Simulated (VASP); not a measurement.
Crystal: KZnF3.

```
CELL_PARAMETERS angstrom
4.05000 0.00000 0.00000
0.00000 4.05000 0.00000
0.00000 0.00000 4.05000
ATOMIC_POSITIONS crystal
Zn 0.50000 0.50000 0.50000
K 0.00000 0.00000 0.00000
F 0.50000 0.00000 0.50000
F 0.00000 0.50000 0.50000
F 0.50000 0.50000 0.00000
```

Base run:

- Program: VASP 6.6.1
- Functional: PBEsol
- Potentials or basis: VASP PAW PBE potentials, release 64 (Zn, K_sv, F)
- Cutoff: 520 eV
- k mesh: 7 × 7 × 7
- Occupations: fermi-dirac, width 0.05 eV
- Spin: no spin polarisation

Its results: band gap on the k mesh 3.75 eV, indirect (least direct gap 5.50 eV); pressure 0.5 GPa.

Q: After a change of settings the same cell gave: band gap on the k mesh 3.90 eV, indirect (least direct gap 5.65 eV); pressure 5.0 GPa. Which change was it?
A. functional from PBEsol to LDA; potentials or basis from VASP PAW PBE potentials, release 64 (Zn, K_sv, F) to VASP PAW LDA potentials, release 64 (Zn, K_sv, F)
B. functional from PBEsol to PBE
C. functional from PBEsol to r2SCAN

A: B.

PBE binds less tightly than PBEsol, so the same cell stands under more pressure.

Caveats: the PAW data sets were made with another functional, which shifts forces and pressure a little (some runs).
